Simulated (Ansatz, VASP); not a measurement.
# GaAs in VASP and in Ansatz

File INCAR:

```
  ALGO = Normal
  EDIFF = 1E-8
  ENCUT = 520
  GGA = PE
  ISIF = 2
  ISMEAR = -1
  LASPH = T
  LCHARG = F
  LEFG = T
  LREAL = F
  LWAVE = F
  NBANDS = 16
  NELM = 100
  PREC = Accurate
  SIGMA = 0.05
```

File KPOINTS:

```
k-points
0
Gamma
  11 11 11
```

File POSCAR:

```
GaAs
1.0
    0.0000000000      2.8410911482      2.7985815000
    2.8410911482      0.0000000000      2.7985815000
    2.8410911482      2.8410911482      0.0000000000
Ga As
1 1
Direct
    0.0000000000      0.0000000000      0.0000000000
    0.7500000000      0.7500000000      0.7500000000
```

Input for Ansatz:

```yaml
crystal:
  lattice:
    - [0.0, 2.8410911482, 2.7985815]
    - [2.8410911482, 0.0, 2.7985815]
    - [2.8410911482, 2.8410911482, 0.0]
  atoms:
    - { symbol: Ga, position: [0.0, 0.0, 0.0] }
    - { symbol: As, position: [0.75, 0.75, 0.75] }
kpoints:
  mp_grid: { grid: [11, 11, 11] }
scf:
  occupations: { method: fermi_dirac, width: 0.05 }
hamiltonian:
  xc: pbe
  pseudopotentials: { kind: paw }
output:
  forces: true
  stress: true
  eigenvalues: true
  efg: { contact_densities: true }
```

Change from the starting cell: z stretched by -1 % at fixed volume, PAW files.

Alike in both runs: task electric field gradients; functional PBE; k mesh 11 × 11 × 11; occupations fermi-dirac, width 0.05 eV; no spin polarisation.

|  | VASP | Ansatz |
| --- | --- | --- |
| version | VASP 6.6.1 | Ansatz 0.2.0 |
| potentials or method | VASP PAW PBE potentials, release 64 (Ga_d, As) | PAW with Ansatz's default frozen-core files, scalar-relativistic |
| plane-wave cutoff (eV) | 520 | 420 |
| valence electrons in the cell | 18 | 28 |

Ansatz gave:

```
pressure (GPa)                                                : 3.3
traceless stress, the component that is largest in VASP (GPa) : 0.57
size of Vzz on the site where it differs most (V/Å²)          : 2.8
```

Estimate VASP's values.

pressure (GPa): 3.5; traceless stress, the component that is largest in VASP (GPa): 0.57; size of Vzz on the site where it differs most (V/Å²): 2.5.

With one functional, cell and mesh, what is left measures potentials, basis and numerics. VASP's potentials hold 18 valence electrons a cell and Ansatz's 28, so a difference there can come from the potentials and not from the codes.
